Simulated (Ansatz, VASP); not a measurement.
## One calculation of Mo, two programs

Contents of INCAR:

```
SYSTEM = Mo
ALGO     = Fast           ! electronic algorithm
EDIFF    = 1E-7           ! SCF threshold, eV
ENCUT    = 520            ! plane-wave cutoff, eV
GGA      = PE             ! functional
ISIF     = 2              ! what is computed and relaxed
ISMEAR   = 0              ! smearing method
LASPH    = .True.         ! aspherical terms in the spheres
LCHARG   = .True.         ! write CHGCAR
LELF     = .True.         ! ELF
LREAL    = .False.        ! projectors in reciprocal space
LVHAR    = .True.       
LWAVE    = .False.        ! write WAVECAR
NBANDS   = 13             ! bands
NELM     = 100            ! most SCF steps
PREC     = Accurate       ! precision mode
SIGMA    = 0.15           ! smearing width, eV
```

Contents of KPOINTS:

```
k-points
0
Gamma
  22 22 22
  0 0 0
```

Contents of POSCAR:

```
Mo
1.0
   -1.5513625000      1.5710000000      1.5513625000
    1.5906375000     -1.5710000000      1.5906375000
    1.5513625000      1.5710000000     -1.5513625000
Mo
1
Direct
    0.0000000000      0.0000000000      0.0000000000
```

Input for Ansatz:

```yaml
crystal:
  lattice:
    - [-1.5513625, 1.571, 1.5513625]
    - [1.5906375, -1.571, 1.5906375]
    - [1.5513625, 1.571, -1.5513625]
  atoms:
    - { symbol: Mo, position: [0.0, 0.0, 0.0] }
basis:
  ecutwfc: 420
kpoints:
  mp_grid: { grid: [22, 22, 22] }
hamiltonian:
  xc: pbe
scf:
  occupations: { method: gaussian, width: 0.15 }
output:
  forces: true
  stress: true
  eigenvalues: true
```

Change from the starting cell: strain +0.0250 x Voigt [0, 0, 0, 0, 1, 0], atoms carried along.

Alike in both runs: task single point; functional PBE; k mesh 22 × 22 × 22; occupations gaussian, width 0.15 eV; no spin polarisation.

```csv
,VASP,Ansatz
version,VASP 6.6.1,Ansatz 0.2.0
potentials or method,"VASP PAW PBE potentials, release 64 (Mo_sv), cutoff 520 eV","scalar-relativistic, plane waves, PAW"
valence electrons in the cell,14,14
```

```csv
,VASP,Ansatz,Ansatz less VASP
gap on the k mesh at the Fermi level (eV),none,none,-
pressure (GPa),5.5,4.9,-0.55
"traceless stress, the component that is largest in VASP (GPa)",-2.65,-2.63,+0.022
```

A gap of «none» marks a metal or a gap that the smearing closes.
